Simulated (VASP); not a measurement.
Runs of VASP 6.6.1 on Co. The structure is that of space group P6_3/mmc (No. 194), or close to it. The cells are those of the table. 

| task | level | potentials or basis | cell | gap on the mesh (eV) | pressure (GPa) | moment (μB) |
| --- | --- | --- | --- | --- | --- | --- |
| single point | PBE | VASP PAW PBE potentials, release 64 (Co) | a = 2.505, b = 2.505, c = 3.967 Å, angles 90.0, 90.0, 120.0°, 2 atoms | none | 0.8 | 3.17 |
| single point | PBE | VASP PAW PBE potentials, release 64 (Co) | a = 2.454, b = 2.454, c = 4.006 Å, angles 90.0, 90.0, 120.0°, 2 atoms | none | 7.9 | 3.13 |
| electric field gradients | LDA | VASP PAW LDA potentials, release 64 (Co) | a = 2.505, b = 2.505, c = 4.089 Å, angles 90.0, 90.0, 120.0°, 2 atoms | none | (a) | 3.11 |
| single point | PBE | VASP PAW PBE potentials, release 64 (Co) | a = 2.472, b = 2.472, c = 4.034 Å, angles 90.0, 90.0, 120.0°, 2 atoms | none | (b) | (c) |

Alike in all rows: spin collinear, ferromagnetic start; k mesh 21 × 21 × 11; cutoff (eV) 520; smearing fermi-dirac 0.05 eV.

Q: Fill in the values left out.

A: (a) -23.0; (b) 2.9; (c) 3.16.

A gap of «none» marks levels without a gap at the run's occupations.
